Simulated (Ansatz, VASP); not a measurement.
## One calculation of TiB6, two programs

The input INCAR:

```
SYSTEM = TiB6
  PREC = Accurate
  ENCUT = 600
  EDIFF = 1E-6
  ISMEAR = 0
  SIGMA = 0.1
  LREAL = .FALSE.
  LASPH = .TRUE.
  NELM = 80
  ALGO = Normal
  ISIF = 3
  LWAVE = .FALSE.
  LCHARG = .FALSE.
  GGA = PE
  IVDW = 12
  IBRION = 2
  NSW = 90
  EDIFFG = -0.04
```

Contents of KPOINTS:

```
regular mesh
0
G
  6 6 6
  0 0 0
```

File POSCAR:

```
TiB6
1.0
    5.3661185852      0.0000000000      0.0000000000
   -2.6830592926      4.6471950145      0.0000000000
    0.0000000000      0.0000000000      2.5704175643
Ti B
1 6
Direct
    0.0000000000      0.0000000000      0.5000000000
    0.3462668816      0.3462668816      0.0000000000
    0.0000000000      0.6537331184      0.0000000000
    0.6537331184      0.0000000000      0.0000000000
    0.0000000000      0.3462668816      0.0000000000
    0.6537331184      0.6537331184      0.0000000000
    0.3462668816      0.0000000000      0.0000000000
```

Input for Ansatz:

```yaml
crystal:
  lattice:
    - [5.3661185852, 0.0, 0.0]
    - [-2.6830592926, 4.6471950145, 0.0]
    - [0.0, 0.0, 2.5704175643]
  atoms:
    - { symbol: Ti, position: [0.0, 0.0, 0.5] }
    - { symbol: B, position: [0.3462668816, 0.3462668816, 0.0] }
    - { symbol: B, position: [0.0, 0.6537331184, 0.0] }
    - { symbol: B, position: [0.6537331184, 0.0, 0.0] }
    - { symbol: B, position: [0.0, 0.3462668816, 0.0] }
    - { symbol: B, position: [0.6537331184, 0.6537331184, 0.0] }
    - { symbol: B, position: [0.3462668816, 0.0, 0.0] }
basis:
  ecutwfc: 420
kpoints:
  mp_grid: { grid: [6, 6, 6] }
hamiltonian:
  xc: pbe
  dispersion: d3bj
scf:
  occupations: { method: gaussian, width: 0.1 }
  lower_state_search: "off"
output:
  forces: true
  stress: true
  eigenvalues: true
relax:
  adjacent_minimum: "off"
  f_tol: 0.04
  max_steps: 70
  cell: { stress_tol: 0.4 }
```

Alike in both runs: task relaxation of cell and atoms; functional PBE; dispersion D3(BJ); k mesh 6 × 6 × 6; occupations gaussian, width 0.1 eV; no spin polarisation.

|  | VASP | Ansatz |
| --- | --- | --- |
| version | VASP 6.6.1 | Ansatz 0.2.0 |
| potentials or method | VASP PAW PBE potentials, release 64 (Ti_sv, B), cutoff 600 eV | scalar-relativistic, plane waves, PAW |
| valence electrons in the cell | 30 | 30 |

|  | VASP | Ansatz | Ansatz less VASP |
| --- | --- | --- | --- |
| gap on the k mesh at the Fermi level, each at its own relaxed structure (eV) | none | none | - |
| relaxed volume (Å³/atom) | 9.05 | 9.05 | -0.007 |
| relaxed cell length with the largest relative difference (Å) | 2.501 | 2.504 | +0.0027 |

A gap of «none» marks a metal or a gap that the smearing closes.

The k mesh is coarse, so the values compare programs but aren't converged.
